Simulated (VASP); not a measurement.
# SnO2 (C2/m) in VASP: further runs, part 2 of 2

VASP 6.6.1.

## Step 5: Single point, PBE+D3(BJ)

This run uses another cell than the first one, of 12.73 Å³/atom, 0.955 times its volume.

Input file INCAR:

```
SYSTEM = SnO2
PREC = Accurate
ENCUT = 520
EDIFF = 1E-6
ISMEAR = 0
SIGMA = 0.05
LREAL = .FALSE.
LASPH = .TRUE.
NELM = 80
ALGO = Normal
ISIF = 2
LWAVE = .FALSE.
LCHARG = .FALSE.
GGA = PE
IVDW = 12
NBANDS = 49
```

Input file KPOINTS:

```
Automatic mesh
0
G
  9 9 2
  0 0 0
```

Input file POSCAR:

```
SnO2
1.0
   -3.2372529198      0.0000000000      0.0000000000
   -1.6186264599     -2.8035432670      0.0000000000
   -4.3702914417     -2.5231889404     12.6254773976
Sn O
3 6
Direct
    0.2077714095      0.2077714095      0.5098836190
    0.8470451123     -0.1529548877      0.1699498752
   -0.4315022932     -0.4315022932      0.8498173628
    0.4431007247      0.4431007247      0.2484066022
    0.1645533192     -0.8354466808      0.9282740898
   -0.1961729780     -0.1961729780      0.5883403460
   -0.0275579057     -0.0275579057      0.7713606359
    0.6117157971     -0.3882842029      0.4314268921
    0.2509894999      0.2509894999      0.0914931483
```

Potentials or basis: VASP PAW PBE potentials, release 64 (Sn_d, O).

On the command line:

```
cat potpaw_PBE.64/Sn_d/POTCAR potpaw_PBE.64/O/POTCAR > POTCAR
mpirun -np 1 vasp_std > vasp.out
```

OUTCAR:

```text
SYSTEM = SnO2
   PREC = Accurate
   ENCUT = 520
   EDIFF = 1E-6
   ISMEAR = 0
   LREAL = .FALSE.
   LASPH = .TRUE.
   NELM = 80
   ISIF = 2
   GGA = PE
   IVDW = 12
 IVDW          = 12

 ion  position               nearest neighbor table
   1  0.208  0.208  0.510-   8 2.12   8 2.12   6 2.12   8 2.12   6 2.12   6 2.12
   2  0.847  0.847  0.170-   9 2.12   9 2.12   9 2.12   4 2.12   4 2.12   4 2.12
   3  0.568  0.568  0.850-   7 2.12   7 2.12   7 2.12   5 2.12   5 2.12   5 2.12
   4  0.443  0.443  0.248-   2 2.12   2 2.12   2 2.12
   5  0.165  0.165  0.928-   3 2.12   3 2.12   3 2.12
   6  0.804  0.804  0.588-   1 2.12   1 2.12   1 2.12
   7  0.972  0.972  0.771-   3 2.12   3 2.12   3 2.12
   8  0.612  0.612  0.431-   1 2.12   1 2.12   1 2.12
   9  0.251  0.251  0.091-   2 2.12   2 2.12   2 2.12

  LATTYP: Found a base centered monoclinic cell.
 ALAT       =     5.6070865340
 B/A-ratio  =     0.5773502692
 C/A-ratio  =     2.2539195663
 COS(beta)  =    -0.0443671556

  Lattice vectors:

 A1 = (  -3.2372529198,   0.0000000000,   0.0000000000)
[... 200 lines left out ...]
 k-point     1 :       0.0000    0.0000    0.0000
  band No.  band energies     occupation
      1     -15.1383      2.00000
      2     -15.1363      2.00000
      3     -15.1144      2.00000
      4     -14.8895      2.00000
      5     -14.8889      2.00000
      6     -14.8882      2.00000
[... 1237 lines left out ...]
     48      15.8174      0.00000
     49      16.2958      0.00000

 [... further k-points ...]

------------------------ aborting loop because EDIFF is reached ----------------------------------------

 Edisp (eV)   -1.85198

 E8    (eV) :    -0.7376

  FORCE on cell =-STRESS in cart. coord.  units (eV):
  Direction    XX          YY          ZZ          XY          YZ          ZX
  --------------------------------------------------------------------------------------
  -------------------------------------------------------------------------------------
  Total       1.32556     0.66972     1.81843     0.56797    -0.70929    -1.22852
  in kB      18.53433     9.36419    25.42588     7.94157    -9.91745   -17.17753
  external pressure =       17.77 kB  Pullay stress =        0.00 kB

 VOLUME and BASIS-vectors are now :
 -----------------------------------------------------------------------------
  energy-cutoff  :      520.00
  volume of cell :      114.59
      direct lattice vectors                 reciprocal lattice vectors
    -3.237252920  0.000000000  0.000000000    -0.308903884  0.178345741 -0.071284433
    -1.618626460 -2.803543267  0.000000000     0.000000000 -0.356691481 -0.071284433
    -4.370291442 -2.523188940 12.625477398     0.000000000  0.000000000  0.079204926

 POSITION                                       TOTAL-FORCE (eV/Angst)
 -----------------------------------------------------------------------------------
     -3.23725     -1.86903      6.43752        -0.000000     -0.000000      0.000000
     -4.85588     -2.80354      2.14570        -0.031473     -0.018171      0.135472
     -6.47451     -3.73806     10.72935         0.031473      0.018171     -0.135472
     -3.23725     -1.86903      3.13625        -0.028968     -0.016724      0.057027
     -4.85588     -2.80354     11.71990         0.446508      0.257792     -0.485373
     -6.47451     -3.73806      7.42808         0.000642      0.000370      0.057325
     -8.09313     -4.67257      9.73880         0.028968      0.016724     -0.057027
     -4.85588     -2.80354      5.44697        -0.000642     -0.000370     -0.057325
     -1.61863     -0.93451      1.15514        -0.446508     -0.257792      0.485373
 -----------------------------------------------------------------------------------
    total drift:                                0.000018      0.000011      0.000028

  FREE ENERGIE OF THE ION-ELECTRON SYSTEM (eV)
  ---------------------------------------------------
  free  energy   TOTEN  =       -56.1227786912 eV

  energy  without entropy=      -56.1227786912  energy(sigma->0) =      -56.12277869
```

OSZICAR:

```text
N       E                     dE             d eps       ncg     rms          rms(c)
DAV:   1     0.108901406424E+04    0.10890E+04   -0.37595E+04  5598   0.250E+03
DAV:   2     0.146977120067E+03   -0.94204E+03   -0.89072E+03  5156   0.727E+02
DAV:   3    -0.484899010696E+02   -0.19547E+03   -0.18992E+03  5421   0.251E+02
DAV:   4    -0.627508676098E+02   -0.14261E+02   -0.14092E+02  5913   0.746E+01
DAV:   5    -0.631786247700E+02   -0.42776E+00   -0.42719E+00  5774   0.135E+01    0.185E+01
DAV:   6    -0.541252667943E+02    0.90534E+01   -0.30377E+01  7844   0.688E+01    0.704E+00
DAV:   7    -0.543287377318E+02   -0.20347E+00   -0.36214E+00  5502   0.905E+00    0.395E+00
DAV:   8    -0.542842886014E+02    0.44449E-01   -0.36691E-01  7467   0.482E+00    0.111E+00
DAV:   9    -0.542687724768E+02    0.15516E-01   -0.85382E-02  7783   0.347E+00    0.167E-01
DAV:  10    -0.542705728006E+02   -0.18003E-02   -0.11214E-02  6222   0.978E-01    0.888E-02
DAV:  11    -0.542707624834E+02   -0.18968E-03   -0.10811E-03  7344   0.315E-01    0.260E-02
DAV:  12    -0.542708020501E+02   -0.39567E-04   -0.15707E-04  6942   0.780E-02    0.258E-02
DAV:  13    -0.542707971306E+02    0.49195E-05   -0.31586E-05  6640   0.571E-02    0.742E-03
DAV:  14    -0.542707966187E+02    0.51183E-06   -0.45270E-06  5495   0.152E-02
   1 F= -.56122779E+02 E0= -.56122779E+02  d E =-.357333E-17
```

stdout:

```text
POSCAR found type information on POSCAR SnO
 POSCAR found :  2 types and       9 ions
 scaLAPACK will be used
 LDA part: xc-table for (Slater+PW92), standard interpolation
 POSCAR, INCAR and KPOINTS ok, starting setup
 FFT: planning ... GRIDC
 FFT: planning ... GRID_SOFT
 FFT: planning ... GRID
 WAVECAR not read
 entering main loop
```

Wall time 10 min (1 thread of Oxide Virtual Turin-like, shared host); peak memory 0.33 GiB.

What came out:

| Property | Result |
| --- | --- |
| Free energy | -56.1228 eV |
| Pressure | 1.8 GPa |
| Largest force | 0.708 eV/Å |
| Band gap on the k mesh | 1.35 eV, indirect (least direct gap 1.38 eV) |
| Dispersion energy per atom | -0.206 eV |

Forces on the atoms (eV/Å):
```
Sn   0.000  0.000  0.000
Sn  -0.031 -0.018  0.135
Sn   0.031  0.018 -0.135
O   -0.029 -0.017  0.057
O    0.447  0.258 -0.485
O    0.001  0.000  0.057
O    0.029  0.017 -0.057
O   -0.001  0.000 -0.057
O   -0.447 -0.258  0.485
```

Caveat: spin-orbit coupling is left out, which moves the levels of the heavy elements.

## Step 6: Single point, PBE+D3(BJ)

This run uses another cell than the first one, of 15.81 Å³/atom, 1.185 times its volume.

Input file INCAR:

```
PREC = Accurate ; ENCUT = 520
EDIFF = 1E-7 ; ISMEAR = 0
SIGMA = 0.05 ; LREAL = F
LASPH = T ; NELM = 80
ALGO = Normal ; ISIF = 2
LWAVE = F ; LCHARG = T
GGA = PE ; IVDW = 12
LELF = T ; LVHAR = T
NBANDS = 49
```

Input file KPOINTS:

```
regular mesh
0
Gamma
  9 9 2
```

Input file POSCAR:

```
SnO2
1.0
   -3.2372529198      0.0000000000      0.0000000000
   -1.6186264599     -2.8035432670      0.0000000000
   -0.9711758759     -0.5607086535     15.6754773976
Sn O
3 6
Direct
    0.5845316995      0.5845316995      0.4106748359
    0.9726235029     -0.0273764971      0.1368824855
    0.1964398961      0.1964398961      0.6844671862
    0.6266519116      0.6266519116      0.2000737752
    0.8504683048     -0.1495316952      0.7476584759
    0.2385601082      0.2385601082      0.4738661255
    0.5424114874      0.5424114874      0.6212758966
    0.9305032908     -0.0694967092      0.3474835462
    0.3185950942      0.3185950942      0.0736911959
```

Potentials or basis: VASP PAW PBE potentials, release 64 (Sn_d, O).

On the command line:

```
cat potpaw_PBE.64/Sn_d/POTCAR potpaw_PBE.64/O/POTCAR > POTCAR
mpirun -np 1 vasp_std > vasp.out
```

Wall time 6.9 min (1 thread of Oxide Virtual Turin-like, shared host); peak memory 0.38 GiB.

It converged, with:

```yaml
Free_energy: -56.0880 eV
Pressure: 0.4 GPa
Largest_force: 0.248 eV/Å
Band_gap_on_the_k_mesh: 1.93 eV, indirect (least direct gap 2.10 eV)
Dispersion_energy_per_atom: -0.175 eV
```

Forces in eV/Å, atoms in the order of the input:
```
Sn   0.000  0.000  0.000
Sn   0.000  0.000  0.144
Sn   0.000  0.000 -0.144
O    0.000  0.000  0.068
O    0.000  0.000  0.248
O    0.000  0.000  0.055
O    0.000  0.000 -0.068
O    0.000  0.000 -0.055
O    0.000  0.000 -0.248
```

Stress tensor (GPa, compression positive):
```
0.34 0.00 0.00
0.00 0.34 0.00
0.00 0.00 0.50
```

Levels at points of the mesh, in eV from the valence-band top:
| k point | band 37 | band 38 | band 39 | band 40 | band 41 | band 42 |
| --- | --- | --- | --- | --- | --- | --- |
| (0.00, 0.00, 0.00) | -0.94 | -0.86 | -0.17 | 1.93 | 2.64 | 3.30 |
| (0.00, 0.00, 0.50) | -0.94 | -0.83 | -0.19 | 1.98 | 2.58 | 3.33 |

Caveat: spin-orbit coupling is left out, which moves the levels of the heavy elements. A k mesh can miss the band edges.

## Step 7: Overview

| cell | gap on the mesh (eV) | pressure (GPa) | largest force (eV/Å) |
| --- | --- | --- | --- |
| a = 3.237, b = 3.237, c = 13.965 Å, angles 73.8, 73.8, 60.0°, 9 atoms | 1.58 | 0.6 | 0.17 |
| a = 3.237, b = 3.237, c = 13.647 Å, angles 77.7, 77.7, 60.0°, 9 atoms | 1.54 | 0.8 | 0.22 |
| a = 3.237, b = 3.237, c = 12.638 Å, angles 87.8, 87.8, 60.0°, 9 atoms | 1.43 | 1.5 | 0.33 |
| a = 3.237, b = 3.237, c = 13.597 Å, angles 71.3, 71.3, 60.0°, 9 atoms | 1.35 | 1.8 | 0.71 |
| a = 3.237, b = 3.237, c = 15.716 Å, angles 86.5, 86.5, 60.0°, 9 atoms | 1.93 | 0.4 | 0.25 |

Alike in all rows: task single point; level PBE+D3(BJ); potentials or basis VASP PAW PBE potentials, release 64 (Sn_d, O); no spin polarisation; k mesh 9 × 9 × 2; cutoff (eV) 520; smearing gaussian 0.05 eV.

Caveats: spin-orbit coupling is left out, which moves the levels of the heavy elements.

Absolute energies hang on the potentials; compare differences alone.
